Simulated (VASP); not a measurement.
**MgTeF6: single point with PBE**

The system is MgTeF6.

```
CELL_PARAMETERS angstrom
3.46419 0.00000 0.00000
0.00000 3.46419 0.00000
0.00000 0.00000 7.20683
ATOMIC_POSITIONS crystal
Mg 0.00000 0.00000 0.00000
Te 0.00000 0.00000 0.50000
F 0.50000 0.50000 0.00000
F 0.50000 0.50000 0.50000
F 0.50000 0.00000 0.27891
F 0.50000 0.00000 0.72109
F 0.00000 0.50000 0.27891
F 0.00000 0.50000 0.72109
```

The cell was generated, and may not be a known phase.

```json
{
 "Program": "VASP 6.6.1",
 "Task": "single point",
 "Functional": "PBE",
 "Potentials or basis": "VASP PAW PBE potentials, release 64 (Mg, Te, F)",
 "Cutoff": "520 eV",
 "k mesh": "8 × 8 × 4",
 "Occupations": "gaussian, width 0.02 eV",
 "Spin": "no spin polarisation",
 "Dipole correction": "no",
 "Further INCAR settings": "ALGO = Normal; EDIFF = 1e-07; NBANDS = 35"
}
```

```
Pressure               : -1.0 GPa
Largest force          : 0.023 eV/Å
Band gap on the k mesh : 1.76 eV (least direct gap 2.02 eV)
```

Forces in eV/Å, atoms in the order of the input:
```
Mg   0.000  0.000  0.000
Te   0.000  0.000  0.000
F    0.000  0.000  0.000
F    0.000  0.000  0.000
F    0.000  0.000  0.023
F    0.000  0.000 -0.023
F    0.000  0.000  0.023
F    0.000  0.000 -0.023
```

Levels at points of the mesh, in eV from the valence-band top:
```tsv
k point	band 23	band 24	band 25	band 26	band 27	band 28
(0.00, 0.00, 0.00)	-0.53	-0.53	-0.45	2.44	4.50	4.98
(0.50, 0.00, 0.00)	-0.66	-0.53	-0.03	2.73	3.53	4.46
(0.50, 0.50, 0.00)	-0.09	-0.06	0.00	4.50	4.50	4.88
(0.00, 0.00, 0.50)	-0.65	-0.65	-0.26	1.76	4.98	4.98
(0.50, 0.00, 0.50)	-0.72	-0.41	-0.17	2.91	3.54	4.45
(0.50, 0.50, 0.50)	-0.48	-0.09	-0.06	4.49	4.49	4.51
```

Wall time 2.7 min on 1 thread of Oxide Virtual Turin-like Processor, on a shared host, peak memory 0.23 GiB.

Caveat: spin-orbit coupling is left out, which moves the levels of the heavy elements. A k mesh can miss the band edges.
